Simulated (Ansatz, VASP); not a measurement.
**MgH2 in VASP and in Ansatz**

Contents of INCAR:

```
  PREC = Accurate
  ENCUT = 600
  EDIFF = 1E-6
  ISMEAR = 0
  SIGMA = 0.02
  LREAL = F
  LASPH = T
  NELM = 80
  ALGO = Normal
  ISIF = 3
  LWAVE = F
  LCHARG = F
  GGA = PE
  IBRION = 2
  NSW = 100
  EDIFFG = -0.01
```

File KPOINTS:

```
Automatic mesh
0
Gamma
  6 4 6
```

The input POSCAR:

```
MgH2
1.0
    4.4790718700      0.0000000000      0.0000000000
    0.0000000000      5.3926223400      0.0000000000
    0.0000000000      0.0000000000      4.8955037800
Mg H
4 8
Direct
    0.5000000000      0.8315275700      0.7500000000
    0.0000000000      0.6684724300      0.2500000000
    0.5000000000      0.1684724300      0.2500000000
    0.0000000000      0.3315275700      0.7500000000
    0.7276925300      0.8910687200      0.4198123200
    0.2276925300      0.6089312800      0.5801876800
    0.7723074700      0.6089312800      0.9198123200
    0.2723074700      0.8910687200      0.0801876800
    0.7276925300      0.1089312800      0.9198123200
    0.2276925300      0.3910687200      0.0801876800
    0.7723074700      0.3910687200      0.4198123200
    0.2723074700      0.1089312800      0.5801876800
```

Input for Ansatz:

```yaml
crystal:
  lattice:
    - [4.47907187, 0.0, 0.0]
    - [0.0, 5.39262234, 0.0]
    - [0.0, 0.0, 4.89550378]
  atoms:
    - { symbol: Mg, position: [0.5, 0.83152757, 0.75] }
    - { symbol: Mg, position: [0.0, 0.66847243, 0.25] }
    - { symbol: Mg, position: [0.5, 0.16847243, 0.25] }
    - { symbol: Mg, position: [0.0, 0.33152757, 0.75] }
    - { symbol: H, position: [0.72769253, 0.89106872, 0.41981232] }
    - { symbol: H, position: [0.22769253, 0.60893128, 0.58018768] }
    - { symbol: H, position: [0.77230747, 0.60893128, 0.91981232] }
    - { symbol: H, position: [0.27230747, 0.89106872, 0.08018768] }
    - { symbol: H, position: [0.72769253, 0.10893128, 0.91981232] }
    - { symbol: H, position: [0.22769253, 0.39106872, 0.08018768] }
    - { symbol: H, position: [0.77230747, 0.39106872, 0.41981232] }
    - { symbol: H, position: [0.27230747, 0.10893128, 0.58018768] }
basis:
  ecutwfc: 420
kpoints:
  mp_grid: { grid: [6, 4, 6] }
hamiltonian:
  xc: pbe
scf:
  occupations: { method: gaussian, width: 0.02 }
output:
  forces: true
  stress: true
  eigenvalues: true
  write_density: true
  write_potential: true
  elf: true
  volumetric_format: npy
relax:
  adjacent_minimum: "off"
  f_tol: 0.01
  max_steps: 80
  cell: { stress_tol: 0.05 }
```

Alike in both runs: task relaxation of cell and atoms; functional PBE; k mesh 6 × 4 × 6; occupations gaussian, width 0.02 eV; no spin polarisation.

|  | VASP | Ansatz |
| --- | --- | --- |
| version | VASP 6.6.1 | Ansatz 0.2.0 |
| potentials or method | VASP PAW PBE potentials, release 64 (Mg, H), cutoff 600 eV | scalar-relativistic, plane waves, PAW |
| valence electrons in the cell | 16 | 48 |

Ansatz gave:

```
gap on the k mesh at the Fermi level, each at its own relaxed structure (eV) : 3.65
relaxed volume (Å³/atom)                                                     : 10.07
relaxed cell length with the largest relative difference (Å)                 : 4.926
```

Task: Which values does VASP return?

Result: gap on the k mesh at the Fermi level, each at its own relaxed structure (eV): 3.65; relaxed volume (Å³/atom): 10.02; relaxed cell length with the largest relative difference (Å): 4.915.

VASP's potentials hold 16 valence electrons a cell and Ansatz's 48, so a difference there can come from the potentials and not from the codes.
